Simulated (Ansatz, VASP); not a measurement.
Two plane-wave programs on AlN

```
CELL_PARAMETERS angstrom
3.34110 0.00000 0.00000
-1.67055 2.89348 0.00000
0.00000 0.00000 4.09860
ATOMIC_POSITIONS crystal
Al 0.33333 0.66667 0.75000
Al 0.66667 0.33333 0.25000
N 0.33333 0.66667 0.25000
N 0.66667 0.33333 0.75000
```

Alike in both runs: task single point; functional PBEsol; k mesh 9 × 9 × 6; occupations gaussian, width 0.05 eV; no spin polarisation.

```csv
,VASP,Ansatz
version,VASP 6.6.1,Ansatz 0.2.0
potentials or method,"VASP PAW PBE potentials, release 64 (Al, N), cutoff 520 eV","scalar-relativistic, plane waves, PAW"
valence electrons in the cell,16,16
```

|  | VASP | Ansatz | Ansatz less VASP |
| --- | --- | --- | --- |
| gap on the k mesh at the Fermi level (eV) | 3.30 | 3.29 | -0.012 |
| least direct gap on the mesh (eV) | 3.30 | 3.29 | -0.012 |
| pressure (GPa) | -3.2 | -3.2 | 0.00 |
| traceless stress, the component that is largest in VASP (GPa) | 3.16 | 3.13 | -0.031 |

VASP's potentials were made for PBE, not for PBEsol, and Ansatz warns of the same on its side. With one functional, cell and mesh, what is left measures potentials, basis and numerics.
